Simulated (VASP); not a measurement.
Input of a VASP 6.6.1 run:

Contents of INCAR:

```
ALGO     = Fast           # electronic algorithm
EDIFF    = 1E-6           # SCF threshold, eV
ENCUT    = 520            # plane-wave cutoff, eV
ISIF     = 2              # what is computed and relaxed
ISMEAR   = 0              # smearing method
LASPH    = True           # aspherical terms in the spheres
LCHARG   = True           # write CHGCAR
LELF     = True           # ELF
LREAL    = False          # projectors in reciprocal space
LVHAR    = True         
LWAVE    = False          # write WAVECAR
NBANDS   = 13             # bands
NELM     = 100            # most SCF steps
PREC     = Accurate       # precision mode
SIGMA    = 0.15           # smearing width, eV
```

The input KPOINTS:

```
k-points
0
Gamma
  20 20 20
```

Contents of POSCAR:

```
Mo
1.0
    0.0000000000      2.0754500000      1.9847750000
    2.0754500000      0.0000000000      1.9847750000
    2.0754500000      2.0754500000      0.0000000000
Mo
1
Direct
    0.0000000000      0.0000000000      0.0000000000
```

Potentials or basis: VASP PAW LDA potentials, release 64 (Mo_sv).

Launch:

```bash
$ cat potpaw_LDA.64/Mo_sv/POTCAR > POTCAR
$ mpirun -np 1 vasp_std > vasp.out
```

Predict the band gap on the k mesh.

zero (band 7 reaches 14.26 eV, above the bottom of band 8 at 10.16 eV).

What does it give for the pressure?

-23.7 GPa.

Stress tensor (GPa, compression positive):
```
-20.82   0.00   0.00
  0.00 -20.82   0.00
  0.00   0.00 -29.38
```

Caveat: the cell differs from its parent crystal (strain +0.030 along x and y, -0.015 along z).
